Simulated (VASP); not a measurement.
A run of VASP 6.6.1 is set up as follows.

The input INCAR:

```
SYSTEM = NbSi
PREC = Accurate ; ENCUT = 520
EDIFF = 1E-6 ; ISMEAR = -1
SIGMA = 0.05 ; LREAL = .FALSE.
LASPH = .TRUE. ; NELM = 60
ALGO = Normal ; ISIF = 2
LWAVE = .FALSE. ; LCHARG = .FALSE.
GGA = PE ; NBANDS = 16
```

Contents of KPOINTS:

```
Automatic mesh
0
G
  9 9 9
  0 0 0
```

File POSCAR:

```
NbSi
1.0
    0.0000000000      2.6243100707      2.6243100707
    2.6243100707      0.0000000000      2.6243100707
    2.6243100707      2.6243100707      0.0000000000
Nb Si
1 1
Direct
    0.0000000000      0.0000000000      0.0000000000
    0.5000000000      0.5000000000      0.5000000000
```

Potentials or basis: VASP PAW PBE potentials, release 64 (Nb_sv, Si).

The run is started by

```console
$ cat potpaw_PBE.64/Nb_sv/POTCAR potpaw_PBE.64/Si/POTCAR > POTCAR
$ mpirun -np 1 vasp_std > vasp.out
```

(1) Predict the pressure.

Results:

(1) -8.0 GPa.
